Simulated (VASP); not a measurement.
# GaAs (F-43m) in VASP: further runs, part 3 of 3

VASP 6.6.1. The steps go on from the part before.

## 5. Relaxation of cell and atoms, PBEsol, target pressure 4 GPa, at which the enthalpy is minimised

This run uses another cell than the first one, of 22.64 Å³/atom.

INCAR reads:

```
SYSTEM = GaAs
ALGO = Normal
EDIFF = 1E-6
EDIFFG = -0.002
ENCUT = 600
GGA = PS
IBRION = 2
ISIF = 3
ISMEAR = 0
LASPH = .True.
LCHARG = .False.
LREAL = .False.
LWAVE = .False.
NELM = 100
NSW = 100
PREC = Accurate
PSTRESS = 40.0
SIGMA = 0.01
```

KPOINTS reads:

```
k-points
0
Gamma
  8 8 8
  0 0 0
```

POSCAR reads:

```
GaAs
1.0
    2.8291472884      2.8291472884      0.0000000000
   -2.8291472884      2.8291472884      0.0000000000
    0.0000000000      2.8291472884      2.8291472884
Ga As
1 1
Direct
    0.0000000000      0.0000000000      0.0000000000
    0.7500000000      0.2500000000      0.5000000000
```

Potentials or basis: VASP PAW PBE potentials, release 64 (Ga_d, As).

On the command line:

```
cat potpaw_PBE.64/Ga_d/POTCAR potpaw_PBE.64/As/POTCAR > POTCAR
mpirun -np 1 vasp_std > vasp.out
```

OUTCAR:

```text
SYSTEM = GaAs
   EDIFF = 1E-6
   EDIFFG = -0.002
   ENCUT = 600
   GGA = PS
   IBRION = 2
   ISIF = 3
   ISMEAR = 0
   LASPH = .True.
   LREAL = .False.
   NELM = 100
   NSW = 100
   PREC = Accurate
   PSTRESS = 40.0

 ion  position               nearest neighbor table
   1  0.000  0.000  0.000-   2 2.45   2 2.45   2 2.45   2 2.45
   2  0.750  0.250  0.500-   1 2.45   1 2.45   1 2.45   1 2.45

  LATTYP: Found a face centered cubic cell.
 ALAT       =     5.6582945768

  Lattice vectors:

 A1 = (   0.0000000000,   2.8291472884,   2.8291472884)
 A2 = (   2.8291472884,   0.0000000000,   2.8291472884)
 A3 = (   2.8291472884,   2.8291472884,   0.0000000000)

Analysis of symmetry for initial positions (statically):
=====================================================================
 Subroutine PRICEL returns:
 Original cell was already a primitive cell.

 Routine SETGRP: Setting up the symmetry group for a
 face centered cubic supercell.

 Subroutine GETGRP returns: Found 24 space group operations
 (whereof 24 operations were pure point group operations)
 out of a pool of 48 trial point group operations.

The static configuration has the point symmetry T_d .

Analysis of symmetry for dynamics (positions and initial velocities):
=====================================================================
 Subroutine PRICEL returns:
 Original cell was already a primitive cell.

 Routine SETGRP: Setting up the symmetry group for a
 face centered cubic supercell.

 Subroutine GETGRP returns: Found 24 space group operations
 (whereof 24 operations were pure point group operations)
 out of a pool of 48 trial point group operations.

The dynamic configuration has the point symmetry T_d .

 Subroutine INISYM returns: Found 24 space group operations
 (whereof 24 operations are pure point group operations),
 and found     1 'primitive' translations

----------------------------------------------------------------------------------------

                                     Primitive cell

[... 90 lines left out ...]
   EDIFF  = 0.1E-05   stopping-criterion for ELM
   LREAL  =      F    real-space projection
   EDIFFG = -.2E-02   stopping-criterion for IOM
   NSW    =    100    number of steps for IOM
   IBRION =      2    ionic relax: 0-MD 1-quasi-New 2-CG
   NFREE  =      1    steps in history (QN), initial steepest desc. (CG)
   ISIF   =      3    stress and relaxation
   ISYM   =      2    0-nonsym 1-usesym 2-fastsym
   POTIM  = 0.5000    time-step for ionic-motion
   TEBEG  =    0.0;   TEEND  =   0.0 temperature during run
   PSTRESS=   40.0 pullay stress
   NELECT =      18.0000    total number of electrons
   NUPDOWN=      -1.0000    fix difference up-down
   EMIN   =  10.00;   EMAX   =-10.00  energy-range for DOS
   EFERMI =   0.00;   METHOD = LEGACY
   ISMEAR =     0;   SIGMA  =   0.01  broadening in eV -4-tet -1-fermi 0-gaus
   EFERMI_NEDOS =   21; number of points for ismear=-14 and -15
   IALGO  =     38    algorithm
   IMIX   =      4    mixing-type and parameters
     AMIX     =   0.40;   BMIX     =  1.00
     AMIX_MAG =   1.60;   BMIX_MAG =  1.00
  volume/ion in A,a.u.               =      22.64       152.81
  Fermi-wavevector in a.u.,A,eV,Ry     =   1.203650  2.274568 19.711748  1.448773
  Thomas-Fermi vector in A             =   2.339397
   LORBIT       =      0    0 simple, 1 ext, 2 COOP (PROOUT), +10 PAW based schemes
   GGA     = PS    functional components
   LHFCALC =     F    Hartree Fock is set to
   AEXX    =    0.0000 exact exchange contribution
   IVDW    =     0    specifies the selected vdW correction
   LEPSILON=     F    determine dielectric tensor
   LRPA    =     F    only Hartree local field effects (RPA)
 conjugate gradient relaxation of ions
 non-spin polarized calculation
 Gauss-broadening in eV      SIGMA  =   0.01
  energy-cutoff  :      600.00
  volume of cell :       45.29
 maximum number of plane-waves:      1540
   NGX = 15   NGY = 15   NGZ = 15

--------------------------------------- Ionic step        1  -------------------------------------------

 number of electron      18.0000011 magnetization

 Free energy of the ion-electron system (eV)
  ---------------------------------------------------
  ext. energy  EPLUGINS =         0.00000000
  ---------------------------------------------------
  free energy    TOTEN  =        -9.08734145 eV

  energy without entropy =       -9.08734145  energy(sigma->0) =       -9.08734145

 E-fermi :   3.8801     XC(G=0):  -9.7614

 val. band max:        3.7829195997   @ k =   0.0000   0.0000   0.0000
 cond. band min:       4.2199802151   @ k =   0.0000   0.0000   0.0000
 fundamental gap:      0.4370606154
 Fermi energy:         3.8800897357
[... 886 lines left out ...]
  energy  without entropy=       -9.0606207094  energy(sigma->0) =       -9.06062071

  enthalpy is  TOTEN    =        -7.9838117664 eV   P V=        1.0768089430

[... ionic steps 4 to 7 ...]

--------------------------------------- Ionic step        8  -------------------------------------------

 number of electron      17.9999996 magnetization

------------------------ aborting loop because EDIFF is reached ----------------------------------------
[... 71 lines left out ...]
--------------------------------------- Ionic step       10  -------------------------------------------

 number of electron      17.9999996 magnetization

 Free energy of the ion-electron system (eV)
  ---------------------------------------------------
  ext. energy  EPLUGINS =         0.00000000
  ---------------------------------------------------
  free energy    TOTEN  =        -9.06106991 eV

  energy without entropy =       -9.06106991  energy(sigma->0) =       -9.06106991

 E-fermi :   4.3572     XC(G=0):  -9.9795

 val. band max:        4.2483277644   @ k =   0.0000   0.0000   0.0000
 cond. band min:       5.0531999003   @ k =   0.0000   0.0000   0.0000
 fundamental gap:      0.8048721359
 Fermi energy:         4.3571543952
[... 417 lines left out ...]
  energy  without entropy=       -9.0610699134  energy(sigma->0) =       -9.06106991

  enthalpy is  TOTEN    =        -7.9838082455 eV   P V=        1.0772616680

 reached required accuracy - stopping structural energy minimisation
```

OSZICAR:

```text
N       E                     dE             d eps       ncg     rms          rms(c)
DAV:   1     0.861732711239E+02    0.86173E+02   -0.99550E+03   762   0.205E+03
DAV:   2    -0.237149837580E+01   -0.88545E+02   -0.85052E+02   809   0.360E+02
DAV:   3    -0.916898212201E+01   -0.67975E+01   -0.67567E+01   944   0.801E+01
DAV:   4    -0.928515142323E+01   -0.11617E+00   -0.11613E+00   868   0.115E+01
[... 56 lines left out ...]
   9 F= -.79838062E+01 E0= -.79838062E+01  d E =-.223329E-05
       N       E                     dE             d eps       ncg     rms          rms(c)
DAV:   1    -0.906107293839E+01    0.14531E-03   -0.34793E-05   984   0.125E-01    0.104E-02
DAV:   2    -0.906107052014E+01    0.24183E-05   -0.39504E-06   679   0.509E-02    0.485E-03
DAV:   3    -0.906106991345E+01    0.60669E-06   -0.70760E-07   432   0.182E-02
  10 F= -.79838082E+01 E0= -.79838082E+01  d E =-.423502E-05
```

It took 37 s on 1 thread of Intel Xeon 6975P-C (Granite Rapids), shared host; peak memory 0.2 GiB.

Results:

| Quantity | Value |
| --- | --- |
| Free energy | -9.0611 eV |
| Relaxed volume | 21.57 Å³/atom |
| Relaxed cell | a = 3.937 Å, b = 3.937 Å, c = 3.937 Å, α = 60.00°, β = 60.00°, γ = 90.00° |
| Space group after relaxing (to 0.1 Å) | F-43m (No. 216) |
| Energy change on relaxing (the run minimises the enthalpy) | +13.1 meV/atom |
| Ionic steps | 10 |
| Pressure after relaxing | 4.0 GPa |
| Band gap on the k mesh | 0.80 eV |

The path:
| step | energy change (eV) | largest force (eV/Å) | pressure (GPa) | volume (Å³) |
| --- | --- | --- | --- | --- |
| 1 | 0.0000 | 0.0000 | 0.14 | 45.29 |
| 2 | 0.0714 | 0.0000 | 6.88 | 41.81 |
| 3 | 0.0267 | 0.0000 | 4.05 | 43.13 |
| 4 | 0.0257 | 0.0000 | 3.87 | 43.17 |
| 5 | 0.0258 | 0.0000 | 3.89 | 43.17 |
| 6 | 0.0260 | 0.0000 | 3.95 | 43.16 |
| 7 | 0.0260 | 0.0000 | 3.94 | 43.16 |
| 8 | 0.0261 | 0.0000 | 3.93 | 43.16 |
| 9 | 0.0261 | 0.0000 | 3.93 | 43.16 |
| 10 | 0.0263 | 0.0000 | 4.01 | 43.15 |

Final structure:
```
Ga As
1.0
     2.78386    2.78386    0.00000
    -2.78386    2.78386    0.00000
     0.00000    2.78386    2.78386
Ga As
1 1
Cartesian
  0.0000 0.0000 0.0000
  1.3919 4.1758 1.3919
```

Caveat: the cell is relaxed towards a set pressure, so the run minimises the enthalpy, not the energy; the PAW data sets were made with another functional, which shifts forces and pressure a little. A k mesh can miss the band edges.

## 6. Relaxation of cell and atoms, PBEsol, target pressure 7 GPa, at which the enthalpy is minimised

This run uses another cell than the first one, of 22.64 Å³/atom.

INCAR reads:

```
SYSTEM = GaAs
PREC = Accurate
ENCUT = 600
EDIFF = 1E-6
ISMEAR = 0
SIGMA = 0.01
LREAL = .False.
LASPH = .True.
NELM = 100
ALGO = Normal
ISIF = 3
LWAVE = .False.
LCHARG = .False.
GGA = PS
IBRION = 2
NSW = 100
EDIFFG = -0.002
PSTRESS = 70.0
```

KPOINTS reads:

```
Automatic mesh
0
Gamma
  8 8 8
  0 0 0
```

POSCAR is that of step 5.

Potentials or basis: VASP PAW PBE potentials, release 64 (Ga_d, As).

On the command line:

```
cat potpaw_PBE.64/Ga_d/POTCAR potpaw_PBE.64/As/POTCAR > POTCAR
mpirun -np 1 vasp_std > vasp.out
```

It took 36 s on 1 thread of Intel Xeon 6975P-C (Granite Rapids), shared host; peak memory 0.2 GiB.

The run converged. Its results:

```yaml
Free_energy: -9.0145 eV
Relaxed_volume: 20.89 Å³/atom
Relaxed_cell: a = 3.895 Å, b = 3.895 Å, c = 3.895 Å, α = 60.00°, β = 60.00°, γ = 90.00°
Space_group_after_relaxing_to_0.1_Å: F-43m (No. 216)
Energy_change_on_relaxing_the_run_minimises_the_enthalpy: +36.4 meV/atom
Ionic_steps: 8
Pressure_after_relaxing: 7.0 GPa
Band_gap_on_the_k_mesh: 1.06 eV
```

Step by step:
```
step  energy change (eV)  largest force (eV/Å)  pressure (GPa)  volume (Å³)
   1              0.0000                0.0000            0.14        45.29
   2              0.2378                0.0000           14.16        39.23
   3              0.0720                0.0000            6.94        41.79
   4              0.0750                0.0000            7.16        41.72
   5              0.0699                0.0000            6.80        41.84
   6              0.0732                0.0000            7.07        41.77
   7              0.0723                0.0000            6.90        41.79
   8              0.0728                0.0000            7.01        41.77
```

Final structure:
```
CELL_PARAMETERS angstrom
2.75395 2.75395 0.00000
-2.75395 2.75395 0.00000
0.00000 2.75395 2.75395
ATOMIC_POSITIONS crystal
Ga 0.00000 0.00000 0.00000
As 0.75000 0.25000 0.50000
```

Levels at points of the mesh, in eV from the valence-band top:
```tsv
k point	band 5	band 6	band 7	band 8	band 9	band 10	band 11	band 12	band 13
(0.00, 0.00, 0.00)	-14.84	-13.35	0.00	0.00	0.00	1.06	3.70	3.70	3.70
(0.50, 0.00, 0.00)	-14.84	-11.31	-7.14	-1.27	-1.27	1.15	4.60	4.60	7.63
(0.50, 0.50, 0.00)	-14.82	-10.46	-7.24	-2.99	-2.99	1.19	1.51	10.76	10.76
```

Caveat: the cell is relaxed towards a set pressure, so the run minimises the enthalpy, not the energy; the PAW data sets were made with another functional, which shifts forces and pressure a little. A k mesh can miss the band edges.

## 7. Overview

| task | cell | cutoff (eV) | gap on the mesh (eV) | pressure (GPa) |
| --- | --- | --- | --- | --- |
| single point | a = 4.042 Å, angles 60.0, 60.0, 90.0°, 2 atoms | 520 | 0.21 | -1.8 |
| relaxation of cell and atoms | relaxed to -2 GPa from a = 4.001 Å, angles 60.0, 60.0, 90.0°, 2 atoms | 600 | 0.19 | -2.0 |
| relaxation of cell and atoms | relaxed to 2 GPa from a = 4.001 Å, angles 60.0, 60.0, 90.0°, 2 atoms | 600 | 0.62 | 2.0 |
| relaxation of cell and atoms | relaxed to 4 GPa from a = 4.001 Å, angles 60.0, 60.0, 90.0°, 2 atoms | 600 | 0.80 | 4.0 |
| relaxation of cell and atoms | relaxed to 7 GPa from a = 4.001 Å, angles 60.0, 60.0, 90.0°, 2 atoms | 600 | 1.06 | 7.0 |

Alike in all rows: level PBEsol; potentials or basis VASP PAW PBE potentials, release 64 (Ga_d, As); no spin polarisation; k mesh 8 × 8 × 8; smearing gaussian 0.01 eV.

Caveats: the PAW data sets were made with another functional, which shifts forces and pressure a little; the cell is relaxed towards a set pressure, so the run minimises the enthalpy, not the energy (at least some runs).

Total energies depend on the potentials used, so only differences within one code and one set of settings carry meaning.
